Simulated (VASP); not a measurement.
# CsBr (Pm-3m) in VASP: a series of runs

CsBr is run at these levels: PBE, HSE06, PBE0; tasks: single point.

Everything below comes from runs of VASP 6.6.1. Logs are shortened: lines on timing, memory, paths and dates and some standing lists are left out, and cuts for length are marked.

## Step 1: The cell of the first run

The structure is cubic, space group Pm-3m (No. 221). Conventional cell: a = 4.320 Å, b = 4.320 Å, c = 4.320 Å, α = 90.00°, β = 90.00°, γ = 90.00°. Cs (site symmetry m-3m) has 8 Br at 3.74 Å and 6 Cs at 4.32 Å within 4.9 Å. Br (site symmetry m-3m) has 8 Cs at 3.74 Å and 6 Br at 4.32 Å within 4.9 Å.

## Step 2: Single point, PBE, non-collinear spin, zero start, spin-orbit coupling

INCAR

```
  ALGO = Normal
  EDIFF = 1E-6
  ENCUT = 500
  GGA = PE
  GGA_COMPAT = False
  ISIF = 2
  ISMEAR = 0
  LASPH = True
  LCHARG = False
  LORBIT = 11
  LORBMOM = True
  LREAL = False
  LSORBIT = True
  LWAVE = False
  MAGMOM = 0 0 0 0 0 0
  NBANDS = 28
  NELM = 200
  PREC = Accurate
  SIGMA = 0.01
```

KPOINTS

```
k-points
0
Gamma
  6 6 6
```

POSCAR

```
CsBr
1.0
    4.3195965033      0.0000000000      0.0000000000
    0.0000000000      4.3195965033      0.0000000000
    0.0000000000      0.0000000000      4.3195965033
Cs Br
1 1
Direct
    0.0000000000      0.0000000000      0.0000000000
    0.5000000000      0.5000000000      0.5000000000
```

Potentials or basis: VASP PAW PBE potentials, release 64 (Cs_sv, Br).

Run with:

```bash
$ cat potpaw_PBE.64/Cs_sv/POTCAR potpaw_PBE.64/Br/POTCAR > POTCAR
$ mpirun -np 1 vasp_ncl > vasp.out
```

OUTCAR:

```text
EDIFF = 1E-6
   ENCUT = 500
   GGA = PE
   ISIF = 2
   ISMEAR = 0
   LASPH = True
   LORBIT = 11
   LREAL = False
   LSORBIT = True
   NELM = 200
   PREC = Accurate

 ion  position               nearest neighbor table
   1  0.000  0.000  0.000-
   2  0.500  0.500  0.500-

  LATTYP: Found a simple cubic cell.
 ALAT       =     4.3195965033

  Lattice vectors:

 A1 = (   4.3195965033,   0.0000000000,   0.0000000000)
 A2 = (   0.0000000000,   4.3195965033,   0.0000000000)
 A3 = (   0.0000000000,   0.0000000000,   4.3195965033)

Analysis of symmetry for initial positions (statically):
=====================================================================
 Subroutine PRICEL returns:
 Original cell was already a primitive cell.

 Routine SETGRP: Setting up the symmetry group for a
 simple cubic supercell.

 Subroutine GETGRP returns: Found 48 space group operations
 (whereof 48 operations were pure point group operations)
 out of a pool of 48 trial point group operations.

The static configuration has the point symmetry O_h .

Analysis of symmetry for dynamics (positions and initial velocities):
=====================================================================
 Subroutine PRICEL returns:
 Original cell was already a primitive cell.

 Routine SETGRP: Setting up the symmetry group for a
 simple cubic supercell.

 Subroutine GETGRP returns: Found 48 space group operations
 (whereof 48 operations were pure point group operations)
 out of a pool of 48 trial point group operations.

The dynamic configuration has the point symmetry O_h .

Analysis of structural, dynamic, and magnetic symmetry:
=====================================================================
 Subroutine PRICEL returns:
 Original cell was already a primitive cell.

 Routine SETGRP: Setting up the symmetry group for a
 simple cubic supercell.

 Subroutine GETGRP returns: Found 48 space group operations
 (whereof 48 operations were pure point group operations)
 out of a pool of 48 trial point group operations.

The overall configuration has the point symmetry O_h .

 Subroutine INISYM returns: Found 48 space group operations
 (whereof 48 operations are pure point group operations),
 and found     1 'primitive' translations

----------------------------------------------------------------------------------------

                                     Primitive cell

  volume of cell :      80.5990

  direct lattice vectors                    reciprocal lattice vectors
     4.319596503  0.000000000  0.000000000     0.231503104  0.000000000  0.000000000
     0.000000000  4.319596503  0.000000000     0.000000000  0.231503104  0.000000000
     0.000000000  0.000000000  4.319596503     0.000000000  0.000000000  0.231503104

  length of vectors
     4.319596503  4.319596503  4.319596503     0.231503104  0.231503104  0.231503104

  position of ions in fractional coordinates (direct lattice)
     0.000000000  0.000000000  0.000000000
     0.500000000  0.500000000  0.500000000

  ion indices of the primitive-cell ions
   primitive index   ion index
                 1           1
                 2           2

----------------------------------------------------------------------------------------

 KPOINTS: k-points

Automatic generation of k-mesh.
 Grid dimensions read from file:
 generate k-points for:    6    6    6

 Generating k-lattice:

  Cartesian coordinates                     Fractional coordinates (reciprocal lattice)
     0.038583851  0.000000000  0.000000000     0.166666667  0.000000000  0.000000000
     0.000000000  0.038583851  0.000000000     0.000000000  0.166666667  0.000000000
     0.000000000  0.000000000  0.038583851     0.000000000  0.000000000  0.166666667

  Length of vectors
     0.038583851  0.038583851  0.038583851

  Shift w.r.t. Gamma in fractional coordinates (k-lattice)
     0.000000000  0.000000000  0.000000000

 Subroutine IBZKPT returns following result:
 ===========================================

 Found     20 irreducible k-points:

 Following reciprocal coordinates:
            Coordinates               Weight
  0.000000  0.000000  0.000000      1.000000
  0.166667  0.000000  0.000000      6.000000
  0.333333  0.000000  0.000000      6.000000
  0.500000  0.000000  0.000000      3.000000
  0.166667  0.166667  0.000000     12.000000
  0.333333  0.166667  0.000000     24.000000
[... 34 lines left out ...]
   EDIFFG = 0.1E-04   stopping-criterion for IOM
   NSW    =      0    number of steps for IOM
   IBRION =     -1    ionic relax: 0-MD 1-quasi-New 2-CG
   NFREE  =      0    steps in history (QN), initial steepest desc. (CG)
   ISIF   =      2    stress and relaxation
   ISYM   =      2    0-nonsym 1-usesym 2-fastsym
   POTIM  = 0.5000    time-step for ionic-motion
   TEBEG  =    0.0;   TEEND  =   0.0 temperature during run
   PSTRESS=    0.0 pullay stress
   NELECT =      16.0000    total number of electrons
   NUPDOWN=      -1.0000    fix difference up-down
   EMIN   =  10.00;   EMAX   =-10.00  energy-range for DOS
   EFERMI =   0.00;   METHOD = LEGACY
   ISMEAR =     0;   SIGMA  =   0.01  broadening in eV -4-tet -1-fermi 0-gaus
   EFERMI_NEDOS =   21; number of points for ismear=-14 and -15
   IALGO  =     38    algorithm
   IMIX   =      4    mixing-type and parameters
     AMIX     =   0.40;   BMIX     =  1.00
     AMIX_MAG =   1.60;   BMIX_MAG =  1.00
  volume/ion in A,a.u.               =      40.30       271.95
  Fermi-wavevector in a.u.,A,eV,Ry     =   0.955004  1.804695 12.408945  0.912032
  Thomas-Fermi vector in A             =   2.083802
   LORBIT       =     11    0 simple, 1 ext, 2 COOP (PROOUT), +10 PAW based schemes
   GGA     = PE    functional components
   LHFCALC =     F    Hartree Fock is set to
   AEXX    =    0.0000 exact exchange contribution
   IVDW    =     0    specifies the selected vdW correction
   LEPSILON=     F    determine dielectric tensor
   LRPA    =     F    only Hartree local field effects (RPA)
 Gauss-broadening in eV      SIGMA  =   0.01
  energy-cutoff  :      500.00
  volume of cell :       80.60
 maximum number of plane-waves:      4206
 NGX is ok and might be reduce to    32
   NGX = 15   NGY = 15   NGZ = 15

 number of electron      16.0000000 magnetization       0.0000000      0.0000000      0.0000000

 number of electron      16.0000001 magnetization       0.0000000     -0.0000000     -0.0000000

 number of electron      16.0000001 magnetization      -0.0000000      0.0000000      0.0000000

 Free energy of the ion-electron system (eV)
  ---------------------------------------------------
  ext. energy  EPLUGINS =         0.00000000
  ---------------------------------------------------
  free energy    TOTEN  =        -6.20381734 eV

  energy without entropy =       -6.20381734  energy(sigma->0) =       -6.20381734

 E-fermi :  -0.1155     XC(G=0):  -7.9732

 val. band max:       -0.2404996666   @ k =   0.0000   0.0000   0.0000
 cond. band min:       4.0112832391   @ k =   0.0000   0.0000   0.0000
 fundamental gap:      4.2517829057
 Fermi energy:        -0.1154956286

 k-point     1 :       0.0000    0.0000    0.0000
  band No.  band energies     occupation
      1     -20.2219      1.00000
      2     -20.2219      1.00000
      3     -12.7524      1.00000
      4     -12.7524      1.00000
      5      -7.9061      1.00000
      6      -7.9061      1.00000
[... 609 lines left out ...]
     27       8.8294      0.00000
     28       8.8294      0.00000

------------------------ aborting loop because EDIFF is reached ----------------------------------------

  FORCE on cell =-STRESS in cart. coord.  units (eV):
  Direction    XX          YY          ZZ          XY          YZ          ZX
  --------------------------------------------------------------------------------------
  -------------------------------------------------------------------------------------
  Total        0.3512384      0.3512384      0.3512384     -0.0000000      0.0000000     -0.0000000
  in kB        6.9820518      6.9820518      6.9820518     -0.0000000      0.0000000     -0.0000000
  external PRESSURE =       6.9820518 kB  Pullay stress =       0.0000000 kB

 VOLUME and BASIS-vectors are now :
 -----------------------------------------------------------------------------
  energy-cutoff  :      500.00
  volume of cell :       80.60
      direct lattice vectors                 reciprocal lattice vectors
     4.319596503  0.000000000  0.000000000     0.231503104  0.000000000  0.000000000
     0.000000000  4.319596503  0.000000000     0.000000000  0.231503104  0.000000000
     0.000000000  0.000000000  4.319596503     0.000000000  0.000000000  0.231503104

 POSITION                                       TOTAL-FORCE (eV/Angst)
 -----------------------------------------------------------------------------------
      0.00000      0.00000      0.00000         0.000000      0.000000      0.000000
      2.15980      2.15980      2.15980         0.000000      0.000000      0.000000
 -----------------------------------------------------------------------------------
    total drift:                                0.000000     -0.000000     -0.000000

  FREE ENERGIE OF THE ION-ELECTRON SYSTEM (eV)
  ---------------------------------------------------
  free  energy   TOTEN  =        -6.2038173403 eV

  energy  without entropy=       -6.2038173403  energy(sigma->0) =       -6.20381734

 orbital moment (x)

 # of ion     p       d       tot
 ----------------------------------------
  1        -0.000  -0.000  -0.000
  2        -0.000  -0.000  -0.000
 ----------------------------------------
           -0.000  -0.000  -0.000

 orbital moment (y)

 # of ion     p       d       tot
 ----------------------------------------
  1         0.000   0.000   0.000
  2         0.000  -0.000   0.000
 ----------------------------------------
            0.000   0.000   0.000

 orbital moment (z)

 # of ion     p       d       tot
 ----------------------------------------
  1         0.000   0.000   0.000
  2         0.000   0.000   0.000
 ----------------------------------------
            0.000   0.000   0.000

 Spin-Orbit-Coupling matrix elements

 Ion:    1  E_soc:     -0.3259315
 l=   1
     0.0000000    -0.0542772    -0.0542772
    -0.0542772     0.0000000    -0.0542772
    -0.0542772    -0.0542772     0.0000000
 l=   2
     0.0000000    -0.0000150     0.0000000    -0.0000150    -0.0000298
    -0.0000150     0.0000000    -0.0000223    -0.0000150    -0.0000074
     0.0000000    -0.0000223     0.0000000    -0.0000223     0.0000000
    -0.0000150    -0.0000150    -0.0000223     0.0000000    -0.0000074
    -0.0000298    -0.0000074     0.0000000    -0.0000074     0.0000000
 l=   3
     0.0000000     0.0000000     0.0000000     0.0000000     0.0000000     0.0000000     0.0000000
     0.0000000     0.0000000     0.0000000     0.0000000     0.0000000     0.0000000     0.0000000
     0.0000000     0.0000000     0.0000000     0.0000000     0.0000000     0.0000000     0.0000000
     0.0000000     0.0000000     0.0000000     0.0000000     0.0000000     0.0000000     0.0000000
     0.0000000     0.0000000     0.0000000     0.0000000     0.0000000     0.0000000     0.0000000
     0.0000000     0.0000000     0.0000000     0.0000000     0.0000000     0.0000000     0.0000000
     0.0000000     0.0000000     0.0000000     0.0000000     0.0000000     0.0000000     0.0000000

 Ion:    2  E_soc:     -0.0527217
 l=   1
     0.0000000    -0.0087861    -0.0087861
    -0.0087861     0.0000000    -0.0087861
    -0.0087861    -0.0087861     0.0000000
 l=   2
     0.0000000    -0.0000003     0.0000000    -0.0000003    -0.0000005
    -0.0000003     0.0000000    -0.0000004    -0.0000003    -0.0000001
     0.0000000    -0.0000004     0.0000000    -0.0000004     0.0000000
    -0.0000003    -0.0000003    -0.0000004     0.0000000    -0.0000001
    -0.0000005    -0.0000001     0.0000000    -0.0000001     0.0000000
 l=   3
     0.0000000     0.0000000     0.0000000     0.0000000     0.0000000     0.0000000     0.0000000
     0.0000000     0.0000000     0.0000000     0.0000000     0.0000000     0.0000000     0.0000000
     0.0000000     0.0000000     0.0000000     0.0000000     0.0000000     0.0000000     0.0000000
     0.0000000     0.0000000     0.0000000     0.0000000     0.0000000     0.0000000     0.0000000
     0.0000000     0.0000000     0.0000000     0.0000000     0.0000000     0.0000000     0.0000000
     0.0000000     0.0000000     0.0000000     0.0000000     0.0000000     0.0000000     0.0000000
     0.0000000     0.0000000     0.0000000     0.0000000     0.0000000     0.0000000     0.0000000

 total charge

# of ion       s       p       d       tot
------------------------------------------
    1        1.836   4.706   0.029   6.571
    2        1.602   3.282   0.002   4.886
--------------------------------------------------
tot          3.438   7.988   0.031  11.457

 magnetization (x)

# of ion       s       p       d       tot
------------------------------------------
    1        0.000   0.000  -0.000  -0.000
    2        0.000   0.000   0.000   0.000
--------------------------------------------------
tot          0.000   0.000  -0.000  -0.000

 magnetization (y)

# of ion       s       p       d       tot
------------------------------------------
    1       -0.000  -0.000  -0.000  -0.000
    2       -0.000   0.000  -0.000  -0.000
--------------------------------------------------
tot         -0.000  -0.000  -0.000  -0.000

 magnetization (z)

# of ion       s       p       d       tot
------------------------------------------
    1       -0.000  -0.000  -0.000  -0.000
    2        0.000   0.000   0.000   0.000
--------------------------------------------------
tot         -0.000  -0.000  -0.000  -0.000
```

Wall time 74 s (1 thread of Intel Xeon 8259CL, shared host); peak memory 0.32 GiB.

What came out:

```yaml
Free_energy: -6.2038 eV
Pressure: 0.7 GPa
Net_moment: 0.00 μB per cell
Valence_electrons_inside_the_program's_atomic_spheres: Cs 6.57; Br 4.89
```

Moments on the atoms (μB; x, y, z):
```
Cs  0.00 0.00 0.00
Br  0.00 0.00 0.00
```

## Step 3: Single point, HSE06

POSCAR is that of step 2.

INCAR.step1

```
SYSTEM = CsBr
PREC = Accurate
ENCUT = 400
EDIFF = 1E-5
ISMEAR = 0
SIGMA = 0.01
LREAL = .FALSE.
LASPH = .TRUE.
NELM = 120
ALGO = Normal
ISIF = 2
LWAVE = .TRUE.
LCHARG = .FALSE.
GGA = PE
NBANDS = 15
GGA_COMPAT = .FALSE.
```

INCAR.step2

```
SYSTEM = CsBr
PREC = Accurate
ENCUT = 400
EDIFF = 1E-6
ISMEAR = 0
SIGMA = 0.01
LREAL = .FALSE.
LASPH = .TRUE.
NELM = 120
ALGO = Normal
ISIF = 2
LWAVE = .FALSE.
LCHARG = .FALSE.
GGA = PE
LHFCALC = .TRUE.
HFSCREEN = 0.2079
PRECFOCK = Normal
ISTART = 1
NBANDS = 15
GGA_COMPAT = .FALSE.
```

KPOINTS

```
regular mesh
0
G
  4 4 4
  0 0 0
```

Potentials or basis: VASP PAW PBE potentials, release 64 (Cs_sv, Br).

Run with:

```bash
$ cat potpaw_PBE.64/Cs_sv/POTCAR potpaw_PBE.64/Br/POTCAR > POTCAR
$ cp INCAR.step1 INCAR
$ mpirun -np 1 vasp_std > vasp.out
$ cp INCAR.step2 INCAR
$ mpirun -np 1 vasp_std > vasp.out
```

It took 7.7 min on 1 thread of Intel Xeon 8259CL, shared host; peak memory 0.27 GiB.

It converged, with:

```
Free energy            : -6.9989 eV
Pressure               : 0.4 GPa
Band gap on the k mesh : 5.60 eV (least direct gap 5.60 eV)
```

Levels at points of the mesh, in eV from the valence-band top:
| k point | band 6 | band 7 | band 8 | band 9 | band 10 | band 11 |
| --- | --- | --- | --- | --- | --- | --- |
| (0.00, 0.00, 0.00) | -0.01 | -0.01 | -0.01 | 5.60 | 6.08 | 6.08 |
| (0.50, 0.00, 0.00) | -1.34 | -0.20 | -0.20 | 7.14 | 8.47 | 8.86 |
| (0.50, 0.50, 0.00) | -0.61 | -0.61 | 0.00 | 6.42 | 6.68 | 8.48 |
| (0.50, 0.50, 0.50) | -1.19 | -1.19 | -1.19 | 9.57 | 9.57 | 9.57 |

Caveat: the PAW data sets were made with another functional, which shifts forces and pressure a little; spin-orbit coupling is left out, which moves the levels of the heavy elements.

(Continued in part 2 of 2.)
